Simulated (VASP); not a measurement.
Write the native input for VASP 6.6.1 that does the following.

| Item | Value |
| --- | --- |
| Task | single point |
| Functional | r2SCAN |
| Potentials or basis | VASP PAW PBE potentials, release 64 (Bi_d, Te) |
| Cutoff | 520 eV |
| k mesh | 12 × 12 × 12 |
| Occupations | gaussian, width 0.1 eV |
| Spin | no spin polarisation |
| Dipole correction | no |
| Further INCAR settings | ALGO = Normal; EDIFF = 1e-07; NBANDS = 18 |

BiTe:

```
CELL_PARAMETERS angstrom
0.00000 3.29669 3.29669
3.29669 0.00000 3.29669
3.29669 3.29669 0.00000
ATOMIC_POSITIONS crystal
Bi 0.00000 0.00000 0.00000
Te 0.50000 0.50000 0.50000
```

This cell differs from its parent crystal: volume scaled by 1.06.

One way to write it, as run:

POSCAR

```
BiTe
1.0
    0.0000000000      3.2966876761      3.2966876761
    3.2966876761      0.0000000000      3.2966876761
    3.2966876761      3.2966876761      0.0000000000
Bi Te
1 1
Direct
    0.0000000000      0.0000000000      0.0000000000
    0.5000000000      0.5000000000      0.5000000000
```

INCAR.step1

```
PREC     = Accurate       # precision mode
ENCUT    = 520            # plane-wave cutoff, eV
ISMEAR   = 0              # smearing method
SIGMA    = 0.1            # smearing width, eV
LREAL    = False          # projectors in reciprocal space
LASPH    = True           # aspherical terms in the spheres
NELM     = 60             # most SCF steps
NBANDS   = 18             # bands
GGA      = PE             # functional
ALGO     = Normal         # electronic algorithm
EDIFF    = 1E-4           # SCF threshold, eV
LWAVE    = True           # write WAVECAR
LCHARG   = False          # write CHGCAR
```

INCAR.step2

```
PREC     = Accurate       # precision mode
ENCUT    = 520            # plane-wave cutoff, eV
EDIFF    = 1E-7           # SCF threshold, eV
ISMEAR   = 0              # smearing method
SIGMA    = 0.1            # smearing width, eV
LREAL    = False          # projectors in reciprocal space
LASPH    = True           # aspherical terms in the spheres
NELM     = 60             # most SCF steps
ALGO     = Normal         # electronic algorithm
ISIF     = 2              # what is computed and relaxed
LWAVE    = False          # write WAVECAR
LCHARG   = False          # write CHGCAR
METAGGA  = R2SCAN         # meta-GGA
LMIXTAU  = True         
NBANDS   = 18             # bands
ISTART   = 1
```

KPOINTS

```
Automatic mesh
0
Gamma
  12 12 12
```

Potentials or basis: VASP PAW PBE potentials, release 64 (Bi_d, Te).

The run is started by

```console
$ cat potpaw_PBE.64/Bi_d/POTCAR potpaw_PBE.64/Te/POTCAR > POTCAR
$ cp INCAR.step1 INCAR
$ mpirun -np 1 vasp_std > vasp.out
$ cp INCAR.step2 INCAR
$ mpirun -np 1 vasp_std > vasp.out
```

It gave:

```yaml
Pressure: -2.6 GPa
```

Caveat: the PAW data sets were made with another functional, which shifts forces and pressure a little.

It took 2.8 min on 1 thread of Intel(R) Xeon(R) Platinum 8488C (Sapphire Rapids), with other jobs on the host, peak memory 0.27 GiB.
